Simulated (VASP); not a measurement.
Set up this calculation in VASP 6.6.1, as the native input.

| Item | Value |
| --- | --- |
| Task | single point |
| Functional | PBE |
| Potentials or basis | VASP PAW PBE potentials, release 64 (B, C) |
| Cutoff | 520 eV |
| k mesh | 6 × 6 × 6 |
| Occupations | gaussian, width 0.02 eV |
| Spin | no spin polarisation |
| Dipole correction | no |
| Further INCAR settings | ALGO = Normal; EDIFF = 1e-07; NBANDS = 36 |

The structure of B5C2 lies in POSCAR:

```
B5C2
1.0
    3.9668879040     -2.6792939118     -0.0025461041
    3.9668879040      2.6792939118     -0.0025461041
   -2.0289543206      0.0000000000      4.1367981792
B C
10 4
Direct
    0.7939401730      0.3181870014      0.2137845606
    0.6818129986      0.2060598270      0.7862154394
    0.2060598270      0.6818129986      0.7862154394
    0.3181870014      0.7939401730      0.2137845606
    0.6714603860      0.9929368849      0.0086336986
    0.3285396140      0.0070631151      0.9913663014
    0.9929368849      0.6714603860      0.0086336986
    0.0070631151      0.3285396140      0.9913663014
    0.7900915026      0.7900915026      0.6747036275
    0.2099084974      0.2099084974      0.3252963725
    0.5767175900      0.5767175900      0.4208956395
    0.4232824100      0.4232824100      0.5791043605
    0.9988661629      0.9988661629      0.3379183124
    0.0011338371      0.0011338371      0.6620816876
```

This cell differs from its parent crystal: volume scaled by 0.91, then relaxed in part.

These files were run (other wordings do the same):

INCAR

```
PREC = Accurate
ENCUT = 520
EDIFF = 1E-7
ISMEAR = 0
SIGMA = 0.02
LREAL = F
LASPH = T
NELM = 80
ALGO = Normal
ISIF = 2
LWAVE = F
LCHARG = T
GGA = PE
LELF = T
LVHAR = T
NBANDS = 36
```

KPOINTS

```
regular mesh
0
Gamma
  6 6 6
```

Potentials or basis: VASP PAW PBE potentials, release 64 (B, C).

Command:

```sh
$ cat potpaw_PBE.64/B/POTCAR potpaw_PBE.64/C/POTCAR > POTCAR
$ mpirun -np 1 vasp_std > vasp.out
```

It gave:

- Pressure: 29.0 GPa
- Largest force: 0.021 eV/Å
- Band gap on the k mesh: 2.52 eV, indirect (least direct gap 3.17 eV)

It took 110 s on 1 thread of Intel(R) Xeon(R) 6975P-C (Granite Rapids) (shared host), peak memory 0.28 GiB.
